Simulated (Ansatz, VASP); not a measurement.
**One calculation of AlH6, two programs**

The input INCAR:

```
ALGO = Normal
EDIFF = 1E-6
EDIFFG = -0.04
ENCUT = 600
GGA = PE
IBRION = 2
ISIF = 3
ISMEAR = 0
LASPH = T
LCHARG = F
LREAL = F
LWAVE = F
NELM = 60
NSW = 90
PREC = Accurate
SIGMA = 0.1
```

The input KPOINTS:

```
k-points
0
Gamma
  6 6 6
```

POSCAR

```
AlH6
1.0
    3.5798603951      0.0000000000      0.0000000000
   -1.7899301975      3.1002500441      0.0000000000
    0.0000000000      0.0000000000      3.7268431623
Al H
1 6
Direct
    0.0000000000      0.0000000000      0.0000000000
    0.3333333333      0.6666666667      0.5000000000
    0.6666666667      0.3333333333      0.5000000000
    0.5000000000      0.0000000000      0.0000000000
    0.0000000000      0.5000000000      0.0000000000
    0.5000000000      0.5000000000      0.0000000000
    0.0000000000      0.0000000000      0.5000000000
```

Input for Ansatz:

```yaml
crystal:
  lattice:
    - [3.5798603951, 0.0, 0.0]
    - [-1.7899301975, 3.1002500441, 0.0]
    - [0.0, 0.0, 3.7268431623]
  atoms:
    - { symbol: Al, position: [0.0, 0.0, 0.0] }
    - { symbol: H, position: [0.3333333333, 0.6666666667, 0.5] }
    - { symbol: H, position: [0.6666666667, 0.3333333333, 0.5] }
    - { symbol: H, position: [0.5, 0.0, 0.0] }
    - { symbol: H, position: [0.0, 0.5, 0.0] }
    - { symbol: H, position: [0.5, 0.5, 0.0] }
    - { symbol: H, position: [0.0, 0.0, 0.5] }
basis:
  ecutwfc: 420
kpoints:
  mp_grid: { grid: [6, 6, 6] }
hamiltonian:
  xc: pbe
scf:
  occupations: { method: gaussian, width: 0.1 }
  lower_state_search: "off"
output:
  forces: true
  stress: true
  eigenvalues: true
relax:
  adjacent_minimum: "off"
  f_tol: 0.04
  max_steps: 70
  cell: { stress_tol: 0.4 }
```

Alike in both runs: task relaxation of cell and atoms; functional PBE; k mesh 6 × 6 × 6; occupations gaussian, width 0.1 eV; no spin polarisation.

|  | VASP | Ansatz |
| --- | --- | --- |
| version | VASP 6.6.1 | Ansatz 0.2.0 |
| potentials or method | VASP PAW PBE potentials, release 64 (Al, H), cutoff 600 eV | scalar-relativistic, plane waves, PAW |
| valence electrons in the cell | 9 | 9 |

Ansatz gave:

- gap on the k mesh at the Fermi level, each at its own relaxed structure (eV): none
- relaxed volume (Å³/atom): 5.95
- relaxed cell length with the largest relative difference (Å): 3.794

**Question.** What did VASP give for the same quantities?

**Answer.** gap on the k mesh at the Fermi level, each at its own relaxed structure (eV): none; relaxed volume (Å³/atom): 5.90; relaxed cell length with the largest relative difference (Å): 3.781.

A gap of «none» marks a metal or a gap that the smearing closes.
